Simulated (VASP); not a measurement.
Write the native input for VASP 6.6.1 that does the following.

- Task: single point
- Functional: r2SCAN
- Potentials or basis: VASP PAW PBE potentials, release 64 (In_d, Sb)
- Cutoff: 520 eV
- k mesh: 6 × 6 × 6
- Occupations: fermi-dirac, width 0.02 eV
- Spin: no spin polarisation
- Dipole correction: no
- Further INCAR settings: ALGO = Normal; EDIFF = 1e-06; NBANDS = 16

InSb:

```xyz
2
Lattice="0.0000 3.0422 3.0422 3.0422 0.0000 3.0422 3.0422 3.0422 0.0000" Properties=species:S:1:pos:R:3 pbc="T T T"
In    0.0000    0.0000    0.0000
Sb    3.0422    3.0422    3.0422
```

These files were run (other wordings do the same):

POSCAR

```
InSb
1.0
    0.0000000000      3.0422106271      3.0422106271
    3.0422106271      0.0000000000      3.0422106271
    3.0422106271      3.0422106271      0.0000000000
In Sb
1 1
Direct
    0.0000000000      0.0000000000      0.0000000000
    0.5000000000      0.5000000000      0.5000000000
```

INCAR.step1

```
PREC = Accurate
ENCUT = 520
ISMEAR = -1
SIGMA = 0.02
LREAL = F
LASPH = T
NELM = 60
NBANDS = 16
GGA = PE
ALGO = Normal
EDIFF = 1E-4
LWAVE = T
LCHARG = F
```

INCAR.step2

```
PREC = Accurate
ENCUT = 520
EDIFF = 1E-6
ISMEAR = -1
SIGMA = 0.02
LREAL = F
LASPH = T
NELM = 60
ALGO = Normal
ISIF = 2
LWAVE = F
LCHARG = T
METAGGA = R2SCAN
LMIXTAU = T
LELF = T
LVHAR = T
NBANDS = 16
ISTART = 1
```

KPOINTS

```
Automatic mesh
0
Gamma
  6 6 6
```

Potentials or basis: VASP PAW PBE potentials, release 64 (In_d, Sb).

Command:

```sh
$ cat potpaw_PBE.64/In_d/POTCAR potpaw_PBE.64/Sb/POTCAR > POTCAR
$ cp INCAR.step1 INCAR
$ mpirun -np 1 vasp_std > vasp.out
$ cp INCAR.step2 INCAR
$ mpirun -np 1 vasp_std > vasp.out
```

Results of the run:

```json
{
 "Pressure": "0.1 GPa",
 "Band gap on the k mesh": "zero (bands 9 and 10 overlap by 2.91 eV)"
}
```

Caveat: the PAW data sets were made with another functional, which shifts forces and pressure a little; spin-orbit coupling is left out, which moves the levels of the heavy elements.

Run time: 35 s on 1 thread of Intel(R) Xeon(R) Platinum 8259CL CPU @ 2.50GHz (Skylake/Cascade Lake), on a shared host, peak memory 0.19 GiB.
